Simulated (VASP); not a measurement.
Li2HfN2, 5 atoms in the cell. Symmetry: C2/m, No. 12, monoclinic system. The conventional cell has a = 5.607 Å, b = 3.237 Å, c = 5.424 Å, α = 90.00°, β = 90.57°, γ = 90.00°. Within 2.9 Å of Li (site symmetry m) lie 4 N at 2.06 to 2.15 Å and 3 Li at 2.25 to 2.27 Å and 3 Hf at 2.78 to 2.80 Å. Hf (site symmetry 2/m) has 6 N at 2.21 to 2.23 Å and 6 Li at 2.78 to 2.80 Å within 2.9 Å. Within 2.7 Å of N (site symmetry m) lie 4 Li at 2.06 to 2.15 Å and 3 Hf at 2.21 to 2.23 Å.  This cell differs from its parent crystal: strain +0.0100 x Voigt [0, 0, 0, 1, 0, 0].

| Item | Value |
| --- | --- |
| Program | VASP 6.6.1 |
| Task | single point |
| Functional | LDA |
| Potentials or basis | VASP PAW LDA potentials, release 64 (Li_sv, Hf_pv, N) |
| Cutoff | 520 eV |
| k mesh | 9 × 9 × 6 |
| Occupations | gaussian, width 0.05 eV |
| Spin | no spin polarisation |
| Dipole correction | no |
| Further INCAR settings | ALGO = Normal; EDIFF = 1e-06; NBANDS = 21 |

Potentials or basis: VASP PAW LDA potentials, release 64 (Li_sv, Hf_pv, N).

Run with:

```console
$ cat potpaw_LDA.64/Li_sv/POTCAR potpaw_LDA.64/Hf_pv/POTCAR potpaw_LDA.64/N/POTCAR > POTCAR
$ mpirun -np 1 vasp_std > vasp.out
```

Hardware: 1 thread of AMD EPYC 9R45 96-Core Processor (Zen 5), on a shared host.

Question: Estimate the wall time of this run.

Answer: Run time: 57 s on 1 thread of AMD EPYC 9R45 96-Core Processor (Zen 5), with other jobs on the host, peak memory 0.22 GiB. Counts: scf iterations 13, k points 140.
